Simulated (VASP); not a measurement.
A run of VASP 6.6.1:

The input INCAR:

```
PREC = Accurate
ENCUT = 520
EDIFF = 1E-6
ISMEAR = 0
SIGMA = 0.1
LREAL = F
LASPH = T
NELM = 100
ALGO = Fast
ISIF = 2
LWAVE = F
LCHARG = F
GGA = PS
NBANDS = 9
```

File KPOINTS:

```
regular mesh
0
Gamma
  14 14 8
```

POSCAR

```
Be
1.0
    2.4937780565     -1.7474933030      0.0000000000
    2.4937780565      1.7474933030      0.0000000000
    0.0000000000      0.0000000000      4.9920674973
Be
2
Direct
    0.7467739700      0.2532260300      0.2500000000
    0.2532260300      0.7467739700      0.7500000000
```

Potentials or basis: VASP PAW PBE potentials, release 64 (Be).

Run with:

```sh
$ cat potpaw_PBE.64/Be/POTCAR > POTCAR
$ mpirun -np 1 vasp_std > vasp.out
```

Hardware: 1 thread of Oxide Virtual Turin-like Processor, with other jobs on the host.

Question: Estimate the wall time of this run.

Answer: Wall time 96 s on 1 thread of Oxide Virtual Turin-like Processor, on a shared host, peak memory 0.18 GiB. Counts: scf iterations 11, k points 285.
